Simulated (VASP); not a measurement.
Input of a VASP 6.6.1 run:

INCAR

```
ALGO = Normal
EDIFF = 1E-6
ENCUT = 500
GGA_COMPAT = False
ISIF = 2
ISMEAR = -1
LASPH = True
LCHARG = False
LREAL = False
LWAVE = False
NBANDS = 34
NELM = 120
PREC = Accurate
SIGMA = 0.15
```

File KPOINTS:

```
k-points
0
Gamma
  16 16 16
```

Contents of POSCAR:

```
Zn3Rh
1.0
   -1.8053089338      1.8053089338      3.9494592755
    1.8053089338     -1.8053089338      3.9494592755
    1.8053089338      1.8053089338     -3.9494592755
Zn Rh
3 1
Direct
    0.7500000000      0.2500000000      0.5000000000
    0.2500000000      0.7500000000      0.5000000000
    0.5000000000      0.5000000000      0.0000000000
    0.0000000000      0.0000000000      0.0000000000
```

Potentials or basis: VASP PAW LDA potentials, release 64 (Zn, Rh_pv).

The run is started by

```bash
$ cat potpaw_LDA.64/Zn/POTCAR potpaw_LDA.64/Rh_pv/POTCAR > POTCAR
$ mpirun -np 1 vasp_std > vasp.out
```

(1) Predict the pressure.

(2) What does it give for the band gap on the k mesh?

## Answers

(1) 1.2 GPa.

(2) zero (an odd number of electrons rules out a gap without spin polarisation).
